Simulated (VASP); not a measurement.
## La2YAl2: single point with PBEsol

Crystal: La2YAl2.

```
Y La Al
1.0
     4.56218    0.00000    0.00000
    -2.28109    3.95097    0.00000
     0.00000    0.00000    7.26802
Y La Al
1 2 2
Direct
  0.00000 0.00000 0.00000
  0.33330 0.66670 0.25730
  0.66670 0.33330 0.74270
  0.33330 0.66670 0.64200
  0.66670 0.33330 0.35800
```

- Program: VASP 6.6.1
- Task: single point
- Functional: PBEsol
- Potentials or basis: VASP PAW PBE potentials, release 64 (Y_sv, La, Al)
- Cutoff: 520 eV
- k mesh: 9 × 9 × 5
- Occupations: fermi-dirac, width 0.1 eV
- Spin: no spin polarisation
- Dipole correction: no
- Further INCAR settings: ALGO = Normal; EDIFF = 1e-06; NBANDS = 28

```json
{"Pressure": "10.2 GPa", "Largest force": "1.335 eV/Å", "Band gap on the k mesh": "zero (an odd number of electrons rules out a gap without spin polarisation)"}
```

Forces in eV/Å, atoms in the order of the input:
```
Y    0.000  0.000  0.000
La   0.004 -0.002 -1.335
La  -0.004  0.002  1.335
Al   0.003 -0.002  0.077
Al  -0.003  0.002 -0.077
```

Stress tensor (GPa, compression positive):
```
12.39  0.01 -0.01
 0.01 12.41  0.00
-0.01  0.00  5.68
```

Levels at points of the mesh, in eV from the Fermi level:
```
           k point  band 16  band 17  band 18  band 19  band 20  band 21  band 22  band 23
(0.00, 0.00, 0.00)    -1.55    -1.35    -1.14    -0.60    -0.60    -0.51    -0.51     1.51
```

It took 8.9 min on 1 thread of Intel(R) Xeon(R) Platinum 8259CL CPU @ 2.50GHz (Skylake/Cascade Lake), on a shared host, peak memory 0.62 GiB.

Caveat: the cell stands under pressure; the PAW data sets were made with another functional, which shifts forces and pressure a little; spin-orbit coupling is left out, which moves the levels of the heavy elements.
